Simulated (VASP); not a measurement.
# CsTl (Pm-3m) in VASP: a series of runs

The runs below take CsTl through single point, with r2SCAN.

Program: VASP 6.6.1. These are calculated values, not measurements. Logs are shortened: lines on timing, memory, paths and dates and some standing lists are left out, and cuts for length are marked.

## 1. The cell of the first run

Symmetry: Pm-3m, No. 221, cubic system. The conventional cell has a = 4.187 Å, b = 4.187 Å, c = 4.187 Å, α = 90.00°, β = 90.00°, γ = 90.00°. Within 4.8 Å of Cs (site symmetry m-3m) lie 8 Tl at 3.63 Å and 6 Cs at 4.19 Å. Tl (site symmetry m-3m) has 8 Cs at 3.63 Å and 6 Tl at 4.19 Å within 4.8 Å.

## 2. Single point, r2SCAN

The input, POSCAR:

```
CsTl
1.0
    4.1869210000      0.0000000000      0.0000000000
    0.0000000000      4.1869210000      0.0000000000
    0.0000000000      0.0000000000      4.1869210000
Cs Tl
1 1
Direct
    0.0000000000      0.0000000000      0.0000000000
    0.5000000000      0.5000000000      0.5000000000
```

The input, INCAR.step1:

```
SYSTEM = CsTl
  PREC = Accurate
  ENCUT = 550
  ISMEAR = -1
  SIGMA = 0.1
  LREAL = .FALSE.
  LASPH = .TRUE.
  NELM = 120
  NBANDS = 18
  GGA = PE
  ALGO = Normal
  EDIFF = 1E-5
  LWAVE = .TRUE.
  LCHARG = .FALSE.
  GGA_COMPAT = .FALSE.
```

The input, INCAR.step2:

```
SYSTEM = CsTl
  PREC = Accurate
  ENCUT = 550
  EDIFF = 1E-6
  ISMEAR = -1
  SIGMA = 0.1
  LREAL = .FALSE.
  LASPH = .TRUE.
  NELM = 120
  ALGO = Normal
  ISIF = 2
  LWAVE = .FALSE.
  LCHARG = .FALSE.
  METAGGA = R2SCAN
  LMIXTAU = .TRUE.
  NBANDS = 18
  ISTART = 1
  GGA_COMPAT = .FALSE.
```

The input, KPOINTS:

```
Automatic mesh
0
G
  4 4 4
  0 0 0
```

Potentials or basis: VASP PAW PBE potentials, release 64 (Cs_sv, Tl_d).

Launch:

```sh
cat potpaw_PBE.64/Cs_sv/POTCAR potpaw_PBE.64/Tl_d/POTCAR > POTCAR
cp INCAR.step1 INCAR
mpirun -np 1 vasp_std > vasp.out
cp INCAR.step2 INCAR
mpirun -np 1 vasp_std > vasp.out
```

OUTCAR:

```text
SYSTEM = CsTl
   PREC = Accurate
   ENCUT = 550
   EDIFF = 1E-6
   ISMEAR = -1
   LREAL = .FALSE.
   LASPH = .TRUE.
   NELM = 120
   ISIF = 2
   METAGGA = R2SCAN
   ISTART = 1

 ion  position               nearest neighbor table
   1  0.000  0.000  0.000-   2 3.63   2 3.63   2 3.63   2 3.63   2 3.63   2 3.63   2 3.63   2 3.63

   2  0.500  0.500  0.500-   1 3.63   1 3.63   1 3.63   1 3.63   1 3.63   1 3.63   1 3.63   1 3.63

  LATTYP: Found a simple cubic cell.
 ALAT       =     4.1869210000

  Lattice vectors:

 A1 = (   4.1869210000,   0.0000000000,   0.0000000000)
 A2 = (   0.0000000000,   4.1869210000,   0.0000000000)
 A3 = (   0.0000000000,   0.0000000000,   4.1869210000)

Analysis of symmetry for initial positions (statically):
=====================================================================
 Subroutine PRICEL returns:
 Original cell was already a primitive cell.

 Routine SETGRP: Setting up the symmetry group for a
 simple cubic supercell.

 Subroutine GETGRP returns: Found 48 space group operations
 (whereof 48 operations were pure point group operations)
 out of a pool of 48 trial point group operations.

The static configuration has the point symmetry O_h .

Analysis of symmetry for dynamics (positions and initial velocities):
=====================================================================
 Subroutine PRICEL returns:
 Original cell was already a primitive cell.

 Routine SETGRP: Setting up the symmetry group for a
 simple cubic supercell.

 Subroutine GETGRP returns: Found 48 space group operations
 (whereof 48 operations were pure point group operations)
 out of a pool of 48 trial point group operations.

The dynamic configuration has the point symmetry O_h .

 Subroutine INISYM returns: Found 48 space group operations
 (whereof 48 operations are pure point group operations),
 and found     1 'primitive' translations

----------------------------------------------------------------------------------------

                                     Primitive cell

  volume of cell :      73.3980

  direct lattice vectors                    reciprocal lattice vectors
     4.186921000  0.000000000  0.000000000     0.238838994  0.000000000  0.000000000
     0.000000000  4.186921000  0.000000000     0.000000000  0.238838994  0.000000000
     0.000000000  0.000000000  4.186921000     0.000000000  0.000000000  0.238838994

[... 63 lines left out ...]
   LNONCOLLINEAR =      F non collinear calculations
   LSORBIT =      F    spin-orbit coupling
   LASPH  =      T    aspherical Exc in radial PAW
   ENCUT  =  550.0 eV  40.42 Ry    6.36 a.u.   8.01  8.01  8.01*2*pi/ulx,y,z
   NELM   =    120;   NELMIN=  2; NELMDL=  0     # of ELM steps
   EDIFF  = 0.1E-05   stopping-criterion for ELM
   LREAL  =      F    real-space projection
   EDIFFG = 0.1E-04   stopping-criterion for IOM
   NSW    =      0    number of steps for IOM
   IBRION =     -1    ionic relax: 0-MD 1-quasi-New 2-CG
   NFREE  =      0    steps in history (QN), initial steepest desc. (CG)
   ISIF   =      2    stress and relaxation
   ISYM   =      2    0-nonsym 1-usesym 2-fastsym
   POTIM  = 0.5000    time-step for ionic-motion
   TEBEG  =    0.0;   TEEND  =   0.0 temperature during run
   PSTRESS=    0.0 pullay stress
   NELECT =      22.0000    total number of electrons
   NUPDOWN=      -1.0000    fix difference up-down
   EMIN   =  10.00;   EMAX   =-10.00  energy-range for DOS
   EFERMI =   0.00;   METHOD = LEGACY
   ISMEAR =    -1;   SIGMA  =   0.10  broadening in eV -4-tet -1-fermi 0-gaus
   EFERMI_NEDOS =   21; number of points for ismear=-14 and -15
   IALGO  =     38    algorithm
   IMIX   =      4    mixing-type and parameters
     AMIX     =   0.40;   BMIX     =  1.00
     AMIX_MAG =   1.60;   BMIX_MAG =  1.00
  volume/ion in A,a.u.               =      36.70       247.66
  Fermi-wavevector in a.u.,A,eV,Ry     =   1.095606  2.070395 16.331779  1.200352
  Thomas-Fermi vector in A             =   2.231932
   LORBIT       =      0    0 simple, 1 ext, 2 COOP (PROOUT), +10 PAW based schemes
   METAGGA = R2SCAN    functional components
   LHFCALC =     F    Hartree Fock is set to
   AEXX    =    0.0000 exact exchange contribution
   IVDW    =     0    specifies the selected vdW correction
   LEPSILON=     F    determine dielectric tensor
   LRPA    =     F    only Hartree local field effects (RPA)
 non-spin polarized calculation
  energy-cutoff  :      550.00
  volume of cell :       73.40
 maximum number of plane-waves:      2176
   NGX = 17   NGY = 17   NGZ = 17

 number of electron      21.9999993 magnetization

 Free energy of the ion-electron system (eV)
  ---------------------------------------------------
  ext. energy  EPLUGINS =         0.00000000
  ---------------------------------------------------
  free energy    TOTEN  =       -77.79999052 eV

  energy without entropy =      -77.74355858  energy(sigma->0) =      -77.77177455

 E-fermi :   4.5304     XC(G=0):  -9.6258

 val. band max:        4.4326227981   @ k =   0.2500   0.2500   0.0000
 cond. band min:       4.5595074632   @ k =   0.2500   0.0000   0.0000
 fundamental gap:      0.1268846650
 Fermi energy:         4.5303544543

 k-point     1 :       0.0000    0.0000    0.0000
  band No.  band energies     occupation
      1     -18.9592      2.00000
      2      -7.8946      2.00000
      3      -7.8946      2.00000
      4      -7.7984      2.00000
      5      -7.7984      2.00000
      6      -7.7984      2.00000
[... 187 lines left out ...]
      5      -7.7028      2.00000
      6      -7.7028      2.00000
[... 10 lines left out ...]
     17      13.5812      0.00000
     18      13.5812      0.00000

------------------------ aborting loop because EDIFF is reached ----------------------------------------

  FORCE on cell =-STRESS in cart. coord.  units (eV):
  Direction    XX          YY          ZZ          XY          YZ          ZX
  --------------------------------------------------------------------------------------
  -------------------------------------------------------------------------------------
  Total        2.0856769      2.0856769      2.0856769      0.0000000      0.0000000      0.0000000
  in kB       45.5274477     45.5274477     45.5274477      0.0000000      0.0000000      0.0000000
  external PRESSURE =      45.5274477 kB  Pullay stress =       0.0000000 kB

 VOLUME and BASIS-vectors are now :
 -----------------------------------------------------------------------------
  energy-cutoff  :      550.00
  volume of cell :       73.40
      direct lattice vectors                 reciprocal lattice vectors
     4.186921000  0.000000000  0.000000000     0.238838994  0.000000000  0.000000000
     0.000000000  4.186921000  0.000000000     0.000000000  0.238838994  0.000000000
     0.000000000  0.000000000  4.186921000     0.000000000  0.000000000  0.238838994

 POSITION                                       TOTAL-FORCE (eV/Angst)
 -----------------------------------------------------------------------------------
      0.00000      0.00000      0.00000         0.000000      0.000000      0.000000
      2.09346      2.09346      2.09346         0.000000      0.000000      0.000000
 -----------------------------------------------------------------------------------
    total drift:                                0.000000      0.000000     -0.000000

  FREE ENERGIE OF THE ION-ELECTRON SYSTEM (eV)
  ---------------------------------------------------
  free  energy   TOTEN  =       -77.7999905204 eV

  energy  without entropy=      -77.7435585769  energy(sigma->0) =      -77.77177455
```

OUTCAR.step1:

```text
SYSTEM = CsTl
   PREC = Accurate
   ENCUT = 550
   ISMEAR = -1
   LREAL = .FALSE.
   LASPH = .TRUE.
[... 414 lines left out ...]
      0.00000      0.00000      0.00000         0.000000      0.000000      0.000000
      2.09346      2.09346      2.09346         0.000000      0.000000      0.000000
 -----------------------------------------------------------------------------------
    total drift:                                0.000000      0.000000     -0.000000

  FREE ENERGIE OF THE ION-ELECTRON SYSTEM (eV)
  ---------------------------------------------------
  free  energy   TOTEN  =        -2.5837068356 eV

  energy  without entropy=       -2.5253595906  energy(sigma->0) =       -2.55453321
```

Wall time 56 s (1 thread of Intel Xeon 8259CL, shared host); peak memory 0.19 GiB.

What came out:

- Free energy: -77.8000 eV
- Pressure: 4.6 GPa
- Band gap on the k mesh: zero (bands 11 and 12 overlap by 3.39 eV)

Caveat: the k points lie up to 0.38 Å⁻¹ apart, too coarse for converged energies and pressures of a metal; the PAW data sets were made with another functional, which shifts forces and pressure a little; spin-orbit coupling is left out, which moves the levels of the heavy elements.

## 3. Single point, r2SCAN

POSCAR is that of step 2.

The input, INCAR.step1:

```
SYSTEM = CsTl
PREC     = Accurate       ! precision mode
ENCUT    = 550            ! plane-wave cutoff, eV
ISMEAR   = -4             ! smearing method
SIGMA    = 0.1            ! smearing width, eV
LREAL    = .FALSE.        ! projectors in reciprocal space
LASPH    = .TRUE.         ! aspherical terms in the spheres
NELM     = 120            ! most SCF steps
NBANDS   = 18             ! bands
GGA      = PE             ! functional
ALGO     = Normal         ! electronic algorithm
EDIFF    = 1E-5           ! SCF threshold, eV
LWAVE    = .TRUE.         ! write WAVECAR
LCHARG   = .FALSE.        ! write CHGCAR
GGA_COMPAT= .FALSE.
```

The input, INCAR.step2:

```
SYSTEM = CsTl
PREC     = Accurate       ! precision mode
ENCUT    = 550            ! plane-wave cutoff, eV
EDIFF    = 1E-6           ! SCF threshold, eV
ISMEAR   = -4             ! smearing method
SIGMA    = 0.1            ! smearing width, eV
LREAL    = .FALSE.        ! projectors in reciprocal space
LASPH    = .TRUE.         ! aspherical terms in the spheres
NELM     = 120            ! most SCF steps
ALGO     = Normal         ! electronic algorithm
ISIF     = 2              ! what is computed and relaxed
LWAVE    = .FALSE.        ! write WAVECAR
LCHARG   = .FALSE.        ! write CHGCAR
METAGGA  = R2SCAN         ! meta-GGA
LMIXTAU  = .TRUE.       
NBANDS   = 18             ! bands
ISTART   = 1            
GGA_COMPAT= .FALSE.
```

KPOINTS is that of step 2.

Potentials or basis: VASP PAW PBE potentials, release 64 (Cs_sv, Tl_d).

Launch:

```sh
cat potpaw_PBE.64/Cs_sv/POTCAR potpaw_PBE.64/Tl_d/POTCAR > POTCAR
cp INCAR.step1 INCAR
mpirun -np 1 vasp_std > vasp.out
cp INCAR.step2 INCAR
mpirun -np 1 vasp_std > vasp.out
```

Run time: 84 s. Hardware: 1 thread of Intel Xeon 8259CL, shared host; peak memory 0.19 GiB.

It converged, with:

```
Free energy            : -77.5138 eV
Pressure               : 5.7 GPa
Band gap on the k mesh : zero (bands 11 and 12 overlap by 3.38 eV)
```

Levels at points of the mesh, in eV from the Fermi level:
```csv
k point,band 7,band 8,band 9,band 10,band 11,band 12,band 13,band 14,band 15,band 16
"(0.00, 0.00, 0.00)",-9.71,-9.71,-9.71,-7.68,1.99,1.99,3.32,3.32,3.32,6.33
"(0.50, 0.00, 0.00)",-10.92,-9.48,-9.48,-5.79,-1.74,1.85,1.85,2.63,6.37,7.08
"(0.50, 0.50, 0.00)",-10.47,-10.47,-9.50,-6.61,0.53,0.53,2.65,3.94,4.95,4.95
"(0.50, 0.50, 0.50)",-10.00,-10.00,-10.00,-5.61,-1.39,-1.39,-1.39,7.65,7.65,7.65
```

Caveat: the k points lie up to 0.38 Å⁻¹ apart, too coarse for converged energies and pressures of a metal; the PAW data sets were made with another functional, which shifts forces and pressure a little; spin-orbit coupling is left out, which moves the levels of the heavy elements.

## 4. Single point, r2SCAN

POSCAR is that of step 3.

The input, INCAR.step1:

```
PREC     = Accurate       # precision mode
ENCUT    = 550            # plane-wave cutoff, eV
ISMEAR   = -1             # smearing method
SIGMA    = 0.1            # smearing width, eV
LREAL    = False          # projectors in reciprocal space
LASPH    = True           # aspherical terms in the spheres
NELM     = 120            # most SCF steps
NBANDS   = 18             # bands
GGA      = PE             # functional
ALGO     = Normal         # electronic algorithm
EDIFF    = 1E-5           # SCF threshold, eV
LWAVE    = True           # write WAVECAR
LCHARG   = False          # write CHGCAR
GGA_COMPAT= False
```

The input, INCAR.step2:

```
PREC     = Accurate       # precision mode
ENCUT    = 550            # plane-wave cutoff, eV
EDIFF    = 1E-6           # SCF threshold, eV
ISMEAR   = -1             # smearing method
SIGMA    = 0.1            # smearing width, eV
LREAL    = False          # projectors in reciprocal space
LASPH    = True           # aspherical terms in the spheres
NELM     = 120            # most SCF steps
ALGO     = Normal         # electronic algorithm
ISIF     = 2              # what is computed and relaxed
LWAVE    = False          # write WAVECAR
LCHARG   = False          # write CHGCAR
METAGGA  = R2SCAN         # meta-GGA
LMIXTAU  = True         
NBANDS   = 18             # bands
ISTART   = 1            
GGA_COMPAT= False
```

The input, KPOINTS:

```
Automatic mesh
0
Gamma
  4 4 4
```

Launch:

```sh
cat potpaw_PBE.64/Cs_sv/POTCAR potpaw_PBE.64/Tl_d/POTCAR > POTCAR
cp INCAR.step1 INCAR
mpirun -np 1 vasp_std > vasp.out
cp INCAR.step2 INCAR
mpirun -np 1 vasp_std > vasp.out
```

Wall time 88 s (1 thread of Intel Xeon 8259CL, shared host); peak memory 0.19 GiB.

It converged, with:

```
Free energy            : -77.8000 eV
Pressure               : 4.6 GPa
Band gap on the k mesh : zero (bands 11 and 12 overlap by 3.39 eV)
```

Levels at points of the mesh, in eV from the Fermi level:
```
           k point  band 7  band 8  band 9  band 10  band 11  band 12  band 13  band 14  band 15  band 16
(0.00, 0.00, 0.00)   -9.72   -9.72   -9.72    -7.68     1.99     1.99     3.32     3.32     3.32     6.32
(0.50, 0.00, 0.00)  -10.93   -9.49   -9.49    -5.80    -1.75     1.84     1.84     2.63     6.37     7.06
(0.50, 0.50, 0.00)  -10.48  -10.48   -9.51    -6.62     0.52     0.52     2.65     3.94     4.94     4.94
(0.50, 0.50, 0.50)  -10.02  -10.02  -10.02    -5.62    -1.40    -1.40    -1.40     7.65     7.65     7.65
```

Caveat: the k points lie up to 0.38 Å⁻¹ apart, too coarse for converged energies and pressures of a metal; the PAW data sets were made with another functional, which shifts forces and pressure a little; spin-orbit coupling is left out, which moves the levels of the heavy elements.
